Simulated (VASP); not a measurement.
Runs of VASP 6.6.1 on Pt. The structure is that of space group I4/mmm (No. 139), or close to it. The cells are those of the table. 

```tsv
cell	gap on the mesh (eV)	pressure (GPa)
a = 2.893, b = 2.893, c = 3.011 Å, angles 58.6, 58.6, 62.7°, 1 atom	none	(a)
a = 2.875, b = 2.875, c = 2.977 Å, angles 58.8, 58.8, 62.4°, 1 atom	none	-23.5
a = 2.634, b = 2.634, c = 2.492 Å, angles 61.8, 61.8, 56.5°, 1 atom	none	(b)
a = 2.911, b = 2.911, c = 3.046 Å, angles 58.5, 58.5, 63.1°, 1 atom	none	-28.3
a = 2.839, b = 2.839, c = 2.907 Å, angles 59.2, 59.2, 61.6°, 1 atom	none	-16.6
```

Alike in all rows: task single point; level r2SCAN; potentials or basis VASP PAW PBE potentials, release 64 (Pt); no spin polarisation; k mesh 20 × 20 × 20; cutoff (eV) 520; smearing gaussian 0.15 eV.

Problem. Estimate the missing entries.

Solution. (a) -26.1; (b) 120.6.

Caveats: the PAW data sets were made with another functional, which shifts forces and pressure a little; spin-orbit coupling is left out, which moves the levels of the heavy elements.

A k mesh can miss the band edges, and the runs leave out spin-orbit coupling on Pt.

A gap of «none» marks levels without a gap at the run's occupations.
